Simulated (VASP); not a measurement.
# CsTi3 (P6_3/mmc) in VASP: a series of runs

The runs below take CsTi3 through single point, with r2SCAN.

All numbers are computed with VASP 6.6.1; they aren't measurements. Logs are shortened: lines on timing, memory, paths and dates and some standing lists are left out, and cuts for length are marked.

## 1. The cell of the first run

It takes space group P6_3/mmc (No. 194, hexagonal). Conventional cell: a = 6.382 Å, b = 6.382 Å, c = 5.122 Å, α = 90.00°, β = 90.00°, γ = 120.00°. Cs (site symmetry -6m2) has 12 Ti at 3.15 to 3.19 Å within 4.1 Å. Within 4.1 Å of Ti (site symmetry mm2) lie 4 Cs at 3.15 to 3.19 Å and 8 Ti at 3.16 to 3.20 Å.

## 2. Single point, r2SCAN

Contents of POSCAR:

```
CsTi3
1.0
    6.3815621598      0.0000000000      0.0000000000
   -3.1907810799      5.5265949462      0.0000000000
    0.0000000000      0.0000000000      5.1221882592
Cs Ti
2 6
Direct
    0.3333333333      0.6666666667      0.2500000000
    0.6666666667      0.3333333333      0.7500000000
    0.8330000000      0.6660000000      0.2500000000
    0.1670000000      0.8330000000      0.7500000000
    0.3340000000      0.1670000000      0.2500000000
    0.1670000000      0.3340000000      0.7500000000
    0.8330000000      0.1670000000      0.2500000000
    0.6660000000      0.8330000000      0.7500000000
```

Contents of INCAR.step1:

```
SYSTEM = CsTi3
PREC     = Accurate       ! precision mode
ENCUT    = 520            ! plane-wave cutoff, eV
ISMEAR   = 0              ! smearing method
SIGMA    = 0.1            ! smearing width, eV
LREAL    = .FALSE.        ! projectors in reciprocal space
LASPH    = .TRUE.         ! aspherical terms in the spheres
NELM     = 80             ! most SCF steps
NBANDS   = 55             ! bands
GGA      = PE             ! functional
ALGO     = Normal         ! electronic algorithm
EDIFF    = 1E-4           ! SCF threshold, eV
LWAVE    = .TRUE.         ! write WAVECAR
LCHARG   = .FALSE.        ! write CHGCAR
```

Contents of INCAR.step2:

```
SYSTEM = CsTi3
PREC     = Accurate       ! precision mode
ENCUT    = 520            ! plane-wave cutoff, eV
EDIFF    = 1E-7           ! SCF threshold, eV
ISMEAR   = 0              ! smearing method
SIGMA    = 0.1            ! smearing width, eV
LREAL    = .FALSE.        ! projectors in reciprocal space
LASPH    = .TRUE.         ! aspherical terms in the spheres
NELM     = 80             ! most SCF steps
ALGO     = Normal         ! electronic algorithm
ISIF     = 2              ! what is computed and relaxed
LWAVE    = .FALSE.        ! write WAVECAR
LCHARG   = .FALSE.        ! write CHGCAR
METAGGA  = R2SCAN         ! meta-GGA
LMIXTAU  = .TRUE.       
NBANDS   = 55             ! bands
ISTART   = 1
```

Contents of KPOINTS:

```
regular mesh
0
G
  3 3 4
  0 0 0
```

Potentials or basis: VASP PAW PBE potentials, release 64 (Cs_sv, Ti_sv).

On the command line:

```sh
$ cat potpaw_PBE.64/Cs_sv/POTCAR potpaw_PBE.64/Ti_sv/POTCAR > POTCAR
$ cp INCAR.step1 INCAR
$ mpirun -np 1 vasp_std > vasp.out
$ cp INCAR.step2 INCAR
$ mpirun -np 1 vasp_std > vasp.out
```

OUTCAR:

```text
SYSTEM = CsTi3
   PREC = Accurate
   ENCUT = 520
   EDIFF = 1E-7
   ISMEAR = 0
   LREAL = .FALSE.
   LASPH = .TRUE.
   NELM = 80
   ISIF = 2
   METAGGA = R2SCAN
   ISTART = 1

 ion  position               nearest neighbor table
   1  0.333  0.667  0.250-
   2  0.667  0.333  0.750-
   3  0.833  0.666  0.250-
   4  0.167  0.833  0.750-
   5  0.334  0.167  0.250-
   6  0.167  0.334  0.750-
   7  0.833  0.167  0.250-
   8  0.666  0.833  0.750-

  LATTYP: Found a hexagonal cell.
 ALAT       =     6.3815621598
 C/A-ratio  =     0.8026542923

  Lattice vectors:

 A1 = (   6.3815621598,   0.0000000000,   0.0000000000)
 A2 = (  -3.1907810799,   5.5265949462,   0.0000000000)
 A3 = (   0.0000000000,   0.0000000000,   5.1221882592)

Analysis of symmetry for initial positions (statically):
=====================================================================
 Subroutine PRICEL returns:
 Original cell was already a primitive cell.

 Routine SETGRP: Setting up the symmetry group for a
 hexagonal supercell.

 Subroutine GETGRP returns: Found 24 space group operations
 (whereof 12 operations were pure point group operations)
 out of a pool of 24 trial point group operations.

The static configuration has the point symmetry D_3d.
 The point group associated with its full space group is D_6h.

Analysis of symmetry for dynamics (positions and initial velocities):
=====================================================================
 Subroutine PRICEL returns:
 Original cell was already a primitive cell.

 Routine SETGRP: Setting up the symmetry group for a
 hexagonal supercell.

 Subroutine GETGRP returns: Found 24 space group operations
 (whereof 12 operations were pure point group operations)
 out of a pool of 24 trial point group operations.

The dynamic configuration has the point symmetry D_3d.
 The point group associated with its full space group is D_6h.

 Subroutine INISYM returns: Found 24 space group operations
 (whereof 12 operations are pure point group operations),
 and found     1 'primitive' translations

----------------------------------------------------------------------------------------

                                     Primitive cell

  volume of cell :     180.6509

  direct lattice vectors                    reciprocal lattice vectors
     6.381562160  0.000000000  0.000000000     0.156701443  0.090471620  0.000000000
    -3.190781080  5.526594946  0.000000000     0.000000000  0.180943241  0.000000000
     0.000000000  0.000000000  5.122188259     0.000000000  0.000000000  0.195229060

  length of vectors
     6.381562160  6.381562160  5.122188259     0.180943241  0.180943241  0.195229060

  position of ions in fractional coordinates (direct lattice)
     0.333333333  0.666666667  0.250000000
     0.666666667  0.333333333  0.750000000
     0.833000000  0.666000000  0.250000000
     0.167000000  0.833000000  0.750000000
     0.334000000  0.167000000  0.250000000
     0.167000000  0.334000000  0.750000000
     0.833000000  0.167000000  0.250000000
     0.666000000  0.833000000  0.750000000

  ion indices of the primitive-cell ions
   primitive index   ion index
                 1           1
                 2           2
                 3           3
                 4           4
                 5           5
                 6           6
                 7           7
                 8           8

----------------------------------------------------------------------------------------

 KPOINTS: regular mesh

Automatic generation of k-mesh.
 Grid dimensions read from file:
 generate k-points for:    3    3    4

 Generating k-lattice:

  Cartesian coordinates                     Fractional coordinates (reciprocal lattice)
     0.052233814  0.030157207  0.000000000     0.333333333 -0.000000000  0.000000000
     0.000000000  0.060314414  0.000000000     0.000000000  0.333333333  0.000000000
     0.000000000  0.000000000  0.048807265     0.000000000  0.000000000  0.250000000

  Length of vectors
     0.060314414  0.060314414  0.048807265

  Shift w.r.t. Gamma in fractional coordinates (k-lattice)
     0.000000000  0.000000000  0.000000000

 Subroutine IBZKPT returns following result:
 ===========================================

 Found      9 irreducible k-points:

 Following reciprocal coordinates:
            Coordinates               Weight
  0.000000  0.000000  0.000000      1.000000
  0.333333  0.000000  0.000000      6.000000
  0.333333  0.333333  0.000000      2.000000
  0.000000  0.000000  0.250000      2.000000
  0.333333  0.000000  0.250000     12.000000
  0.333333  0.333333  0.250000      4.000000
  0.000000  0.000000  0.500000      1.000000
  0.333333  0.000000  0.500000      6.000000
  0.333333  0.333333  0.500000      2.000000
   k-points           NKPTS =      9   k-points in BZ     NKDIM =      9   number of bands    NBANDS=     55
   number of dos      NEDOS =    301   number of ions     NIONS =      8
   total plane-waves  NPLWV =  92160
   dimension x,y,z NGX =    48 NGY =   48 NGZ =   40
   dimension x,y,z NGXF=    96 NGYF=   96 NGZF=   80
   ions per type =               2   6
   NGX,Y,Z   is equivalent  to a cutoff of  12.50, 12.50, 12.98 a.u.
   NGXF,Y,Z  is equivalent  to a cutoff of  25.01, 25.01, 25.96 a.u.
 SYSTEM =  CsTi3
   PREC   = accura    normal or accurate (medium, high low for compatibility)
   ISTART =      1    job   : 0-new  1-cont  2-samecut
   ICHARG =      0    charge: 1-file 2-atom 10-const
   ISPIN  =      1    spin polarized calculation?
   LNONCOLLINEAR =      F non collinear calculations
   LSORBIT =      F    spin-orbit coupling
   LASPH  =      T    aspherical Exc in radial PAW
   ENCUT  =  520.0 eV  38.22 Ry    6.18 a.u.  11.87 11.87  9.52*2*pi/ulx,y,z
   NELM   =     80;   NELMIN=  2; NELMDL=  0     # of ELM steps
   EDIFF  = 0.1E-06   stopping-criterion for ELM
   LREAL  =      F    real-space projection
   EDIFFG = 0.1E-05   stopping-criterion for IOM
   NSW    =      0    number of steps for IOM
   IBRION =     -1    ionic relax: 0-MD 1-quasi-New 2-CG
   NFREE  =      0    steps in history (QN), initial steepest desc. (CG)
   ISIF   =      2    stress and relaxation
   ISYM   =      2    0-nonsym 1-usesym 2-fastsym
   POTIM  = 0.5000    time-step for ionic-motion
   TEBEG  =    0.0;   TEEND  =   0.0 temperature during run
   PSTRESS=    0.0 pullay stress
   NELECT =      90.0000    total number of electrons
   NUPDOWN=      -1.0000    fix difference up-down
   EMIN   =  10.00;   EMAX   =-10.00  energy-range for DOS
   EFERMI =   0.00;   METHOD = LEGACY
   ISMEAR =     0;   SIGMA  =   0.10  broadening in eV -4-tet -1-fermi 0-gaus
   EFERMI_NEDOS =   21; number of points for ismear=-14 and -15
   IALGO  =     38    algorithm
   IMIX   =      4    mixing-type and parameters
     AMIX     =   0.40;   BMIX     =  1.00
     AMIX_MAG =   1.60;   BMIX_MAG =  1.00
  volume/ion in A,a.u.               =      22.58       152.39
  Fermi-wavevector in a.u.,A,eV,Ry     =   1.297804  2.452493 22.916210  1.684294
  Thomas-Fermi vector in A             =   2.429173
   LORBIT       =      0    0 simple, 1 ext, 2 COOP (PROOUT), +10 PAW based schemes
   METAGGA = R2SCAN    functional components
   LHFCALC =     F    Hartree Fock is set to
   AEXX    =    0.0000 exact exchange contribution
   IVDW    =     0    specifies the selected vdW correction
   LEPSILON=     F    determine dielectric tensor
   LRPA    =     F    only Hartree local field effects (RPA)
 non-spin polarized calculation
 Gauss-broadening in eV      SIGMA  =   0.10
  energy-cutoff  :      520.00
  volume of cell :      180.65
 maximum number of plane-waves:      4896
 NGX is ok and might be reduce to    48
   NGX = 23   NGY = 23   NGZ = 19

 number of electron      90.0000046 magnetization

 Free energy of the ion-electron system (eV)
  ---------------------------------------------------
  ext. energy  EPLUGINS =         0.00000000
  ---------------------------------------------------
  free energy    TOTEN  =      -116.04955692 eV

  energy without entropy =     -115.98735440  energy(sigma->0) =     -116.01845566

 E-fermi :   6.5192     XC(G=0): -11.4331

 val. band max:        6.5093668173   @ k =   0.0000   0.0000   0.2500
 cond. band min:       6.5516339440   @ k =   0.3333   0.3333   0.2500
 fundamental gap:      0.0422671267
 Fermi energy:         6.5192071460

 k-point     1 :       0.0000    0.0000    0.0000
  band No.  band energies     occupation
      1     -52.9501      2.00000
      2     -52.9213      2.00000
      3     -52.9213      2.00000
      4     -52.9182      2.00000
      5     -52.9057      2.00000
      6     -52.9057      2.00000
[... 47 lines left out ...]
     54       8.0156      0.00000
     55       8.0277      0.00000

 k-point     2 :       0.3333    0.0000    0.0000
  band No.  band energies     occupation
      1     -52.9443      2.00000
      2     -52.9279      2.00000
      3     -52.9214      2.00000
      4     -52.9160      2.00000
      5     -52.9072      2.00000
      6     -52.9057      2.00000
[... 47 lines left out ...]
     54       7.8299      0.00000
     55       7.8304      0.00000

 k-point     3 :       0.3333    0.3333    0.0000
  band No.  band energies     occupation
      1     -52.9390      2.00000
      2     -52.9287      2.00000
      3     -52.9287      2.00000
      4     -52.9094      2.00000
      5     -52.9094      2.00000
      6     -52.9074      2.00000
[... 47 lines left out ...]
     54       7.8548      0.00000
     55       7.8548      0.00000

 k-point     4 :       0.0000    0.0000    0.2500
  band No.  band energies     occupation
      1     -52.9455      2.00000
      2     -52.9229      2.00000
      3     -52.9190      2.00000
      4     -52.9190      2.00000
      5     -52.9080      2.00000
      6     -52.9080      2.00000
[... 47 lines left out ...]
     54       7.7796      0.00000
     55       7.9452      0.00000

 k-point     5 :       0.3333    0.0000    0.2500
  band No.  band energies     occupation
      1     -52.9399      2.00000
      2     -52.9259      2.00000
      3     -52.9191      2.00000
      4     -52.9189      2.00000
      5     -52.9107      2.00000
      6     -52.9079      2.00000
[... 47 lines left out ...]
     54       7.6773      0.00000
     55       7.9682      0.00000

 k-point     6 :       0.3333    0.3333    0.2500
  band No.  band energies     occupation
      1     -52.9344      2.00000
      2     -52.9269      2.00000
      3     -52.9269      2.00000
      4     -52.9120      2.00000
      5     -52.9112      2.00000
      6     -52.9112      2.00000
[... 47 lines left out ...]
     54       7.8814      0.00000
     55       7.9116      0.00000

 k-point     7 :       0.0000    0.0000    0.5000
  band No.  band energies     occupation
      1     -52.9342      2.00000
      2     -52.9342      2.00000
      3     -52.9135      2.00000
      4     -52.9135      2.00000
      5     -52.9135      2.00000
      6     -52.9135      2.00000
[... 47 lines left out ...]
     54       7.7266      0.00000
     55       8.3467      0.00000

 k-point     8 :       0.3333    0.0000    0.5000
  band No.  band energies     occupation
      1     -52.9298      2.00000
      2     -52.9298      2.00000
      3     -52.9179      2.00000
      4     -52.9179      2.00000
      5     -52.9135      2.00000
      6     -52.9135      2.00000
[... 47 lines left out ...]
     54       7.7978      0.00000
     55       7.8094      0.00000

 k-point     9 :       0.3333    0.3333    0.5000
  band No.  band energies     occupation
      1     -52.9245      2.00000
      2     -52.9245      2.00000
      3     -52.9232      2.00000
      4     -52.9232      2.00000
      5     -52.9135      2.00000
      6     -52.9135      2.00000
[... 47 lines left out ...]
     54       7.5725      0.00000
     55       7.8074      0.00000

------------------------ aborting loop because EDIFF is reached ----------------------------------------

  FORCE on cell =-STRESS in cart. coord.  units (eV):
  Direction    XX          YY          ZZ          XY          YZ          ZX
  --------------------------------------------------------------------------------------
  -------------------------------------------------------------------------------------
  Total       -4.0387911     -4.0387911      0.1732322      0.0000000     -0.0000000      0.0000000
  in kB      -35.8196875    -35.8196875      1.5363816      0.0000000     -0.0000000      0.0000000
  external PRESSURE =     -23.3676645 kB  Pullay stress =       0.0000000 kB

 VOLUME and BASIS-vectors are now :
 -----------------------------------------------------------------------------
  energy-cutoff  :      520.00
  volume of cell :      180.65
      direct lattice vectors                 reciprocal lattice vectors
     6.381562160  0.000000000  0.000000000     0.156701443  0.090471620  0.000000000
    -3.190781080  5.526594946  0.000000000     0.000000000  0.180943241  0.000000000
     0.000000000  0.000000000  5.122188259     0.000000000  0.000000000  0.195229060

 POSITION                                       TOTAL-FORCE (eV/Angst)
 -----------------------------------------------------------------------------------
     -0.00000      3.68440      1.28055         0.000000      0.000000     -0.000000
      3.19078      1.84220      3.84164         0.000000      0.000000     -0.000000
      3.19078      3.68071      1.28055         0.000000      0.994135     -0.000000
     -1.59220      4.60365      3.84164        -0.860946      0.497068     -0.000000
      1.59858      0.92294      1.28055        -0.860946     -0.497068      0.000000
      0.00000      1.84588      3.84164         0.000000     -0.994135     -0.000000
      4.78298      0.92294      1.28055         0.860946     -0.497068      0.000000
      1.59220      4.60365      3.84164         0.860946      0.497068     -0.000000
 -----------------------------------------------------------------------------------
    total drift:                               -0.000002      0.000001     -0.000000

  FREE ENERGIE OF THE ION-ELECTRON SYSTEM (eV)
  ---------------------------------------------------
  free  energy   TOTEN  =      -116.0495569170 eV

  energy  without entropy=     -115.9873543993  energy(sigma->0) =     -116.01845566
```

It took 16 min on 1 thread of Oxide Virtual Turin-like, shared host; peak memory 0.32 GiB.

Results:

* Free energy: -116.0496 eV
* Pressure: -2.3 GPa
* Largest force: 0.994 eV/Å
* Band gap on the k mesh: zero (band 45 reaches 6.79 eV, above the bottom of band 46 at 6.10 eV)

Forces on the atoms (eV/Å):
```
Cs   0.000  0.000  0.000
Cs   0.000  0.000  0.000
Ti   0.000  0.994  0.000
Ti  -0.861  0.497  0.000
Ti  -0.861 -0.497  0.000
Ti   0.000 -0.994  0.000
Ti   0.861 -0.497  0.000
Ti   0.861  0.497  0.000
```

Stress tensor (GPa, compression positive):
```
-3.58  0.00  0.00
 0.00 -3.58  0.00
 0.00  0.00  0.15
```

Caveat: the k points lie up to 0.38 Å⁻¹ apart; the PAW data sets were made with another functional, which shifts forces and pressure a little; spin-orbit coupling is left out, which moves the levels of the heavy elements.

## 3. Single point, r2SCAN

This run uses another cell than the first one, of 39.62 Å³/atom, 1.754 times its volume.

Contents of POSCAR:

```
CsTi3
1.0
    8.7101304104      0.0000000000      0.0000000000
   -4.3550652052      7.5431942057      0.0000000000
    0.0000000000      0.0000000000      4.8240148531
Cs Ti
2 6
Direct
    0.3333333333      0.6666666667      0.2500000000
    0.6666666667      0.3333333333      0.7500000000
    0.9022300904      0.8044601809      0.2500000000
    0.0977699096      0.9022300904      0.7500000000
    0.1955398191      0.0977699096      0.2500000000
    0.0977699096      0.1955398191      0.7500000000
    0.9022300904      0.0977699096      0.2500000000
    0.8044601809      0.9022300904      0.7500000000
```

Contents of INCAR.step1:

```
PREC = Accurate ; ENCUT = 520
ISMEAR = 0 ; SIGMA = 0.1
LREAL = False ; LASPH = True
NELM = 60 ; NBANDS = 55
GGA = PE ; ALGO = Normal
EDIFF = 1E-4 ; LWAVE = True
LCHARG = False
```

Contents of INCAR.step2:

```
PREC = Accurate ; ENCUT = 520
EDIFF = 1E-6 ; ISMEAR = 0
SIGMA = 0.1 ; LREAL = False
LASPH = True ; NELM = 60
ALGO = Normal ; ISIF = 2
LWAVE = False ; LCHARG = True
METAGGA = R2SCAN ; LMIXTAU = True
LELF = True ; LVHAR = True
NBANDS = 55 ; ISTART = 1
```

Contents of KPOINTS:

```
regular mesh
0
Gamma
  3 3 4
```

Potentials or basis: VASP PAW PBE potentials, release 64 (Cs_sv, Ti_sv).

On the command line:

```sh
$ cat potpaw_PBE.64/Cs_sv/POTCAR potpaw_PBE.64/Ti_sv/POTCAR > POTCAR
$ cp INCAR.step1 INCAR
$ mpirun -np 1 vasp_std > vasp.out
$ cp INCAR.step2 INCAR
$ mpirun -np 1 vasp_std > vasp.out
```

Wall time 25 min (1 thread of Oxide Virtual Turin-like, shared host); peak memory 0.48 GiB.

It converged, with:

```yaml
Free_energy: -119.4047 eV
Pressure: 0.1 GPa
Largest_force: 0.067 eV/Å
Band_gap_on_the_k_mesh: zero (band 45 reaches 2.75 eV, above the bottom of band 46 at 2.49 eV)
```

Forces in eV/Å, atoms in the order of the input:
```
Cs   0.000  0.000  0.000
Cs   0.000  0.000  0.000
Ti   0.000 -0.067  0.000
Ti   0.058 -0.033  0.000
Ti   0.058  0.033  0.000
Ti   0.000  0.067  0.000
Ti  -0.058  0.033  0.000
Ti  -0.058 -0.033  0.000
```

Levels at points of the mesh, in eV from the Fermi level:
```tsv
k point	band 44	band 45	band 46	band 47	band 48	band 49
(0.00, 0.00, 0.00)	0.03	0.07	0.07	0.51	0.51	0.71
(0.00, 0.00, 0.50)	-0.18	-0.18	-0.18	0.44	0.44	0.44
```

Caveat: the PAW data sets were made with another functional, which shifts forces and pressure a little; spin-orbit coupling is left out, which moves the levels of the heavy elements.
